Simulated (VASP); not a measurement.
# Ta2H in VASP: notebook

The runs below take Ta2H through single point, with PBEsol.

Program: VASP 6.6.1. These are calculated values, not measurements. Logs are shortened: lines on timing, memory, paths and dates and some standing lists are left out, and cuts for length are marked.

### Step 1. The cell of the first run

Symmetry: Pmm2, No. 25, orthorhombic system. Conventional cell: a = 3.315 Å, b = 3.414 Å, c = 3.371 Å, α = 90.00°, β = 90.00°, γ = 90.00°. Within 2.5 Å of Ta (site symmetry mm2) lie 2 H at 1.90 Å. Within 2.5 Å of Ta (site symmetry mm2) lie 2 H at 1.90 Å. H (site symmetry mm2) has 4 Ta at 1.90 Å within 2.5 Å.

### Step 2. Single point, PBEsol (uniaxial strain along a: +2.0 %, then relaxed in part)

Contents of INCAR:

```
SYSTEM = Ta2H
PREC     = Accurate       ! precision mode
ENCUT    = 520            ! plane-wave cutoff, eV
EDIFF    = 1E-6           ! SCF threshold, eV
ISMEAR   = 0              ! smearing method
SIGMA    = 0.1            ! smearing width, eV
LREAL    = .FALSE.        ! projectors in reciprocal space
LASPH    = .TRUE.         ! aspherical terms in the spheres
NELM     = 100            ! most SCF steps
ALGO     = Normal         ! electronic algorithm
ISIF     = 2              ! what is computed and relaxed
LWAVE    = .FALSE.        ! write WAVECAR
LCHARG   = .FALSE.        ! write CHGCAR
GGA      = PS             ! functional
NBANDS   = 18             ! bands
```

Contents of KPOINTS:

```
regular mesh
0
G
  12 12 12
  0 0 0
```

Contents of POSCAR:

```
Ta2H
1.0
    3.4137289085      0.0000000000      0.0000000000
    0.0000000000      3.3148081480      0.0000000000
    0.0000000000      0.0000000000      3.3706392351
Ta H
2 1
Direct
    0.5000000000      0.0000000000      0.7453523219
    0.0000000000      0.5000000000      0.2643137274
    0.0000000000      0.0000000000     -0.0096660493
```

Potentials or basis: VASP PAW PBE potentials, release 64 (Ta_pv, H).

On the command line:

```bash
cat potpaw_PBE.64/Ta_pv/POTCAR potpaw_PBE.64/H/POTCAR > POTCAR
mpirun -np 1 vasp_std > vasp.out
```

OUTCAR:

```text
SYSTEM = Ta2H
   PREC = Accurate
   ENCUT = 520
   EDIFF = 1E-6
   ISMEAR = 0
   LREAL = .FALSE.
   LASPH = .TRUE.
   NELM = 100
   ISIF = 2
   GGA = PS

 ion  position               nearest neighbor table
   1  0.500  0.000  0.745-   3 1.90   3 1.90   2 2.88   2 2.88   2 2.88   2 2.88   2 2.95   2 2.95
                             2 2.95   2 2.95
   2  0.000  0.500  0.264-   3 1.90   3 1.90   1 2.88   1 2.88   1 2.88   1 2.88   1 2.95   1 2.95
                             1 2.95   1 2.95
   3  0.000  0.000  0.990-   1 1.90   1 1.90   2 1.90   2 1.90

  LATTYP: Found a simple orthorhombic cell.
 ALAT       =     3.3148081480
 B/A-ratio  =     1.0168429317
 C/A-ratio  =     1.0298420772

  Lattice vectors:

 A1 = (   0.0000000000,   3.3148081480,   0.0000000000)
 A2 = (   0.0000000000,   0.0000000000,   3.3706392351)
 A3 = (   3.4137289085,   0.0000000000,   0.0000000000)

Analysis of symmetry for initial positions (statically):
=====================================================================
 Subroutine PRICEL returns:
 Original cell was already a primitive cell.

 Routine SETGRP: Setting up the symmetry group for a
 simple orthorhombic supercell.

 Subroutine GETGRP returns: Found  4 space group operations
 (whereof  4 operations were pure point group operations)
 out of a pool of  8 trial point group operations.

The static configuration has the point symmetry C_2v.

Analysis of symmetry for dynamics (positions and initial velocities):
=====================================================================
 Subroutine PRICEL returns:
 Original cell was already a primitive cell.

 Routine SETGRP: Setting up the symmetry group for a
 simple orthorhombic supercell.

 Subroutine GETGRP returns: Found  4 space group operations
 (whereof  4 operations were pure point group operations)
 out of a pool of  8 trial point group operations.

The dynamic configuration has the point symmetry C_2v.

 Subroutine INISYM returns: Found  4 space group operations
 (whereof  4 operations are pure point group operations),
 and found     1 'primitive' translations

----------------------------------------------------------------------------------------

                                     Primitive cell

  volume of cell :      38.1417

  direct lattice vectors                    reciprocal lattice vectors
     3.413728908  0.000000000  0.000000000     0.292934801  0.000000000  0.000000000
     0.000000000  3.314808148  0.000000000     0.000000000  0.301676584  0.000000000
     0.000000000  0.000000000  3.370639235     0.000000000  0.000000000  0.296679630

  length of vectors
     3.413728908  3.314808148  3.370639235     0.292934801  0.301676584  0.296679630

  position of ions in fractional coordinates (direct lattice)
     0.500000000  0.000000000  0.745352322
     0.000000000  0.500000000  0.264313727
     0.000000000  0.000000000  0.990333951

  ion indices of the primitive-cell ions
   primitive index   ion index
                 1           1
                 2           2
                 3           3

----------------------------------------------------------------------------------------

 KPOINTS: regular mesh

Automatic generation of k-mesh.
 Grid dimensions read from file:
 generate k-points for:   12   12   12

 Generating k-lattice:

  Cartesian coordinates                     Fractional coordinates (reciprocal lattice)
     0.024411233  0.000000000  0.000000000     0.083333333  0.000000000  0.000000000
     0.000000000  0.025139715  0.000000000     0.000000000  0.083333333  0.000000000
     0.000000000  0.000000000  0.024723302     0.000000000  0.000000000  0.083333333

  Length of vectors
     0.024411233  0.025139715  0.024723302

  Shift w.r.t. Gamma in fractional coordinates (k-lattice)
     0.000000000  0.000000000  0.000000000

 Subroutine IBZKPT returns following result:
 ===========================================

 Found    343 irreducible k-points:

 Following reciprocal coordinates:
            Coordinates               Weight
  0.000000  0.000000  0.000000      1.000000
  0.083333  0.000000  0.000000      2.000000
  0.166667  0.000000  0.000000      2.000000
  0.250000  0.000000  0.000000      2.000000
  0.333333  0.000000  0.000000      2.000000
  0.416667  0.000000  0.000000      2.000000
[... 16 lines left out ...]
  0.083333  0.250000  0.000000      4.000000
  0.166667  0.250000  0.000000      4.000000
 [... further k-points ...]
   k-points           NKPTS =    343   k-points in BZ     NKDIM =    343   number of bands    NBANDS=     18
   number of dos      NEDOS =    301   number of ions     NIONS =      3
   total plane-waves  NPLWV =  21952
   dimension x,y,z NGX =    28 NGY =   28 NGZ =   28
   dimension x,y,z NGXF=    56 NGYF=   56 NGZF=   56
   ions per type =               2   1
   NGX,Y,Z   is equivalent  to a cutoff of  13.64, 14.04, 13.81 a.u.
   NGXF,Y,Z  is equivalent  to a cutoff of  27.27, 28.09, 27.62 a.u.
 SYSTEM =  Ta2H
   PREC   = accura    normal or accurate (medium, high low for compatibility)
   ISTART =      0    job   : 0-new  1-cont  2-samecut
   ICHARG =      2    charge: 1-file 2-atom 10-const
   ISPIN  =      1    spin polarized calculation?
   LNONCOLLINEAR =      F non collinear calculations
   LSORBIT =      F    spin-orbit coupling
   LASPH  =      T    aspherical Exc in radial PAW
   ENCUT  =  520.0 eV  38.22 Ry    6.18 a.u.   6.35  6.16  6.27*2*pi/ulx,y,z
   NELM   =    100;   NELMIN=  2; NELMDL= -5     # of ELM steps
   EDIFF  = 0.1E-05   stopping-criterion for ELM
   LREAL  =      F    real-space projection
   EDIFFG = 0.1E-04   stopping-criterion for IOM
   NSW    =      0    number of steps for IOM
   IBRION =     -1    ionic relax: 0-MD 1-quasi-New 2-CG
   NFREE  =      0    steps in history (QN), initial steepest desc. (CG)
   ISIF   =      2    stress and relaxation
   ISYM   =      2    0-nonsym 1-usesym 2-fastsym
   POTIM  = 0.5000    time-step for ionic-motion
   TEBEG  =    0.0;   TEEND  =   0.0 temperature during run
   PSTRESS=    0.0 pullay stress
   NELECT =      23.0000    total number of electrons
   NUPDOWN=      -1.0000    fix difference up-down
   EMIN   =  10.00;   EMAX   =-10.00  energy-range for DOS
   EFERMI =   0.00;   METHOD = LEGACY
   ISMEAR =     0;   SIGMA  =   0.10  broadening in eV -4-tet -1-fermi 0-gaus
   EFERMI_NEDOS =   21; number of points for ismear=-14 and -15
   IALGO  =     38    algorithm
   IMIX   =      4    mixing-type and parameters
     AMIX     =   0.40;   BMIX     =  1.00
     AMIX_MAG =   1.60;   BMIX_MAG =  1.00
  volume/ion in A,a.u.               =      12.71        85.80
  Fermi-wavevector in a.u.,A,eV,Ry     =   1.383091  2.613664 26.027153  1.912942
  Thomas-Fermi vector in A             =   2.507722
   LORBIT       =      0    0 simple, 1 ext, 2 COOP (PROOUT), +10 PAW based schemes
   GGA     = PS    functional components
   LHFCALC =     F    Hartree Fock is set to
   AEXX    =    0.0000 exact exchange contribution
   IVDW    =     0    specifies the selected vdW correction
   LEPSILON=     F    determine dielectric tensor
   LRPA    =     F    only Hartree local field effects (RPA)
 non-spin polarized calculation
 Gauss-broadening in eV      SIGMA  =   0.10
  energy-cutoff  :      520.00
  volume of cell :       38.14
 maximum number of plane-waves:      1041
 NGX is ok and might be reduce to    28
   NGX = 13   NGY = 13   NGZ = 13

 number of electron      23.0000000 magnetization

 Free energy of the ion-electron system (eV)
  ---------------------------------------------------
  ext. energy  EPLUGINS =         0.00000000
  ---------------------------------------------------
  free energy    TOTEN  =       -28.84696709 eV

  energy without entropy =      -28.83886042  energy(sigma->0) =      -28.84291376

 E-fermi :   5.3814     XC(G=0): -12.6877

 val. band max:        5.3789172742   @ k =   0.0833   0.0833   0.5000
 cond. band min:       5.3855411900   @ k =   0.0833   0.0833   0.1667
 fundamental gap:      0.0066239158
 Fermi energy:         5.3814016357

 k-point     1 :       0.0000    0.0000    0.0000
  band No.  band energies     occupation
      1     -28.7078      2.00000
      2     -28.6563      2.00000
      3     -28.6400      2.00000
      4     -27.9535      2.00000
      5     -27.9439      2.00000
      6     -27.9382      2.00000
[... 10 lines left out ...]
     17      11.5322      0.00000
     18      11.6180      0.00000

 k-point     2 :       0.0833    0.0000    0.0000
  band No.  band energies     occupation
      1     -28.7084      2.00000
      2     -28.6435      2.00000
      3     -28.6286      2.00000
      4     -27.9786      2.00000
      5     -27.9547      2.00000
      6     -27.9496      2.00000
[... 10 lines left out ...]
     17      11.3016      0.00000
     18      12.1112      0.00000

 k-point     3 :       0.1667    0.0000    0.0000
  band No.  band energies     occupation
      1     -28.7073      2.00000
      2     -28.6065      2.00000
      3     -28.5951      2.00000
      4     -28.0485      2.00000
      5     -27.9865      2.00000
      6     -27.9833      2.00000
[... 10 lines left out ...]
     17      10.9001      0.00000
     18      11.0810      0.00000

 k-point     4 :       0.2500    0.0000    0.0000
  band No.  band energies     occupation
      1     -28.6991      2.00000
      2     -28.5487      2.00000
      3     -28.5426      2.00000
      4     -28.1490      2.00000
      5     -28.0374      2.00000
      6     -28.0366      2.00000
[... 375 lines left out ...]
      4     -28.1568      2.00000
      5     -28.0522      2.00000
      6     -28.0347      2.00000
[... 10 lines left out ...]
     17      10.3281      0.00000
     18      10.5666      0.00000

 k-point    23 :       0.0833    0.2500    0.0000
  band No.  band energies     occupation
      1     -28.7280      2.00000
      2     -28.5379      2.00000
      3     -28.5307      2.00000
      4     -28.2247      2.00000
      5     -28.0434      2.00000
      6     -28.0085      2.00000
[... 10 lines left out ...]
     17      10.7490      0.00000
     18      11.0946      0.00000

 k-point    24 :       0.1667    0.2500    0.0000
  band No.  band energies     occupation
      1     -28.8044      2.00000
      2     -28.5099      2.00000
      3     -28.4392      2.00000
      4     -28.3409      2.00000
      5     -28.0653      2.00000
      6     -27.9633      2.00000
[... 10 lines left out ...]
     17      11.4976      0.00000
     18      11.9886      0.00000

 [... further k-points ...]

------------------------ aborting loop because EDIFF is reached ----------------------------------------

  FORCE on cell =-STRESS in cart. coord.  units (eV):
  Direction    XX          YY          ZZ          XY          YZ          ZX
  --------------------------------------------------------------------------------------
  -------------------------------------------------------------------------------------
  Total       -0.6188894      0.0427746      0.0361951      0.0000000      0.0000000      0.0000000
  in kB      -25.9970412      1.7967865      1.5204114      0.0000000      0.0000000      0.0000000
  external PRESSURE =      -7.5599477 kB  Pullay stress =       0.0000000 kB

 VOLUME and BASIS-vectors are now :
 -----------------------------------------------------------------------------
  energy-cutoff  :      520.00
  volume of cell :       38.14
      direct lattice vectors                 reciprocal lattice vectors
     3.413728908  0.000000000  0.000000000     0.292934801  0.000000000  0.000000000
     0.000000000  3.314808148  0.000000000     0.000000000  0.301676584  0.000000000
     0.000000000  0.000000000  3.370639235     0.000000000  0.000000000  0.296679630

 POSITION                                       TOTAL-FORCE (eV/Angst)
 -----------------------------------------------------------------------------------
      1.70686      0.00000      2.51231         0.000000      0.000000     -0.011315
      0.00000      1.65740      0.89091         0.000000      0.000000      0.011734
      0.00000      0.00000      3.33806         0.000000      0.000000     -0.000420
 -----------------------------------------------------------------------------------
    total drift:                                0.000000      0.000000     -0.000150

  FREE ENERGIE OF THE ION-ELECTRON SYSTEM (eV)
  ---------------------------------------------------
  free  energy   TOTEN  =       -28.8469670911 eV

  energy  without entropy=      -28.8388604211  energy(sigma->0) =      -28.84291376
```

Wall time 2 min (1 thread of AMD EPYC 9R45 (Zen 5), shared host); peak memory 0.29 GiB.

Results:

```
Free energy   : -28.8470 eV
Pressure      : -0.8 GPa
Largest force : 0.012 eV/Å
```

Forces on the atoms (eV/Å):
```
Ta   0.000  0.000 -0.011
Ta   0.000  0.000  0.012
H    0.000  0.000  0.000
```

Caveat: the cell differs from its parent crystal (uniaxial strain along a: +2.0 %, then relaxed in part); the PAW data sets were made with another functional, which shifts forces and pressure a little; spin-orbit coupling is left out, which moves the levels of the heavy elements.

### Step 3. Single point, PBEsol (uniaxial strain along a: +4.0 %, then relaxed in part)

Contents of INCAR:

```
SYSTEM = Ta2H
PREC = Accurate
ENCUT = 520
EDIFF = 1E-7
ISMEAR = 0
SIGMA = 0.1
LREAL = .FALSE.
LASPH = .TRUE.
NELM = 80
ALGO = Normal
ISIF = 2
LWAVE = .FALSE.
LCHARG = .FALSE.
GGA = PS
NBANDS = 18
```

KPOINTS is that of step 2.

Contents of POSCAR:

```
Ta2H
1.0
    3.4806647695      0.0000000000      0.0000000000
    0.0000000000      3.2906911315      0.0000000000
    0.0000000000      0.0000000000      3.3460201820
Ta H
2 1
Direct
    0.5000000000      0.0000000000      0.7508938740
    0.0000000000      0.5000000000      0.2681164706
    0.0000000000      0.0000000000     -0.0190103446
```

Potentials or basis: VASP PAW PBE potentials, release 64 (Ta_pv, H).

On the command line:

```bash
cat potpaw_PBE.64/Ta_pv/POTCAR potpaw_PBE.64/H/POTCAR > POTCAR
mpirun -np 1 vasp_std > vasp.out
```

Run time: 1.9 min. Hardware: 1 thread of AMD EPYC 9R45 (Zen 5), shared host; peak memory 0.29 GiB.

It converged, with:

```
Free energy   : -28.8267 eV
Pressure      : -1.9 GPa
Largest force : 0.013 eV/Å
```

Forces in eV/Å, atoms in the order of the input:
```
Ta   0.000  0.000 -0.012
Ta   0.000  0.000  0.013
H    0.000  0.000 -0.001
```

Stress tensor (GPa, compression positive):
```
-6.01  0.00  0.00
 0.00  0.17  0.00
 0.00  0.00  0.14
```

Levels at points of the mesh, in eV from the Fermi level:
```tsv
k point	band 8	band 9	band 10	band 11	band 12	band 13	band 14	band 15	band 16	band 17
(0.00, 0.00, 0.00)	-5.03	-3.77	0.08	0.41	0.71	2.95	3.52	5.07	5.94	6.15
(0.50, 0.00, 0.00)	-4.02	-1.58	-1.04	-0.08	1.05	1.26	1.30	2.61	3.15	3.15
(0.00, 0.50, 0.00)	-3.74	-1.62	-0.93	-0.20	0.45	0.61	1.17	2.34	2.80	4.49
(0.50, 0.50, 0.00)	-4.55	-4.45	-1.36	-0.64	1.27	2.78	3.18	4.23	4.48	6.72
(0.00, 0.00, 0.50)	-4.12	-1.91	-1.36	0.22	0.65	0.81	1.36	2.57	2.98	4.08
(0.50, 0.00, 0.50)	-4.25	-1.69	-1.29	-1.21	0.98	2.63	2.77	4.24	4.25	6.84
(0.00, 0.50, 0.50)	-4.16	-2.25	-1.93	-0.18	1.24	3.62	3.76	4.53	4.70	7.03
(0.50, 0.50, 0.50)	-1.55	-1.47	-1.46	-1.46	-1.10	3.60	4.27	4.65	4.80	5.89
```

Caveat: the cell differs from its parent crystal (uniaxial strain along a: +4.0 %, then relaxed in part); the PAW data sets were made with another functional, which shifts forces and pressure a little; spin-orbit coupling is left out, which moves the levels of the heavy elements.

### Step 4. Single point, PBEsol (uniaxial strain along a: +2.0 %)

Contents of INCAR:

```
PREC = Accurate
ENCUT = 520
EDIFF = 1E-7
ISMEAR = 0
SIGMA = 0.1
LREAL = F
LASPH = T
NELM = 100
ALGO = Normal
ISIF = 2
LWAVE = F
LCHARG = T
GGA = PS
LELF = T
LVHAR = T
NBANDS = 18
```

Contents of KPOINTS:

```
regular mesh
0
Gamma
  12 12 12
```

Contents of POSCAR:

```
Ta2H
1.0
    3.4137289085      0.0000000000      0.0000000000
    0.0000000000      3.3300590823      0.0000000000
    0.0000000000      0.0000000000      3.3760001812
Ta H
2 1
Direct
    0.5000000000      0.0000000000      0.7399944571
    0.0000000000      0.5000000000      0.2600055429
    0.0000000000      0.0000000000      0.0000000000
```

On the command line:

```bash
cat potpaw_PBE.64/Ta_pv/POTCAR potpaw_PBE.64/H/POTCAR > POTCAR
mpirun -np 1 vasp_std > vasp.out
```

Run time: 2.1 min. Hardware: 1 thread of AMD EPYC 9R45 (Zen 5), shared host; peak memory 0.29 GiB.

The run converged. Its results:

| Property | Result |
| --- | --- |
| Free energy | -28.8423 eV |
| Pressure | -2.0 GPa |
| Largest force | 0.190 eV/Å |

Forces on the atoms (eV/Å):
```
Ta   0.000  0.000  0.118
Ta   0.000  0.000  0.072
H    0.000  0.000 -0.190
```

Stress tensor (GPa, compression positive):
```
-5.00  0.00  0.00
 0.00 -0.12  0.00
 0.00  0.00 -0.94
```

Levels at points of the mesh, in eV from the Fermi level:
```
           k point  band 9  band 10  band 11  band 12  band 13  band 14  band 15  band 16
(0.00, 0.00, 0.00)   -3.81     0.19     0.47     0.48     3.06     3.47     4.81     5.99
(0.50, 0.00, 0.00)   -1.59    -1.03    -0.21     0.94     1.13     1.18     2.48     3.01
(0.00, 0.50, 0.00)   -1.53    -0.94    -0.33     0.63     0.83     1.13     2.36     2.87
(0.50, 0.50, 0.00)   -4.48    -1.46    -0.60     1.31     3.16     3.37     4.16     4.34
(0.00, 0.00, 0.50)   -1.89    -1.42     0.37     0.59     1.02     1.25     2.55     3.06
(0.50, 0.00, 0.50)   -1.79    -1.38    -0.82     0.99     2.96     2.99     4.20     4.28
(0.00, 0.50, 0.50)   -2.07    -1.69    -0.62     1.15     3.39     3.44     4.35     4.48
(0.50, 0.50, 0.50)   -1.53    -1.45    -1.40    -1.10     4.02     4.32     4.55     4.62
```

Caveat: the cell differs from its parent crystal (uniaxial strain along a: +2.0 %); the PAW data sets were made with another functional, which shifts forces and pressure a little; spin-orbit coupling is left out, which moves the levels of the heavy elements.

(Continued in part 2 of 2.)
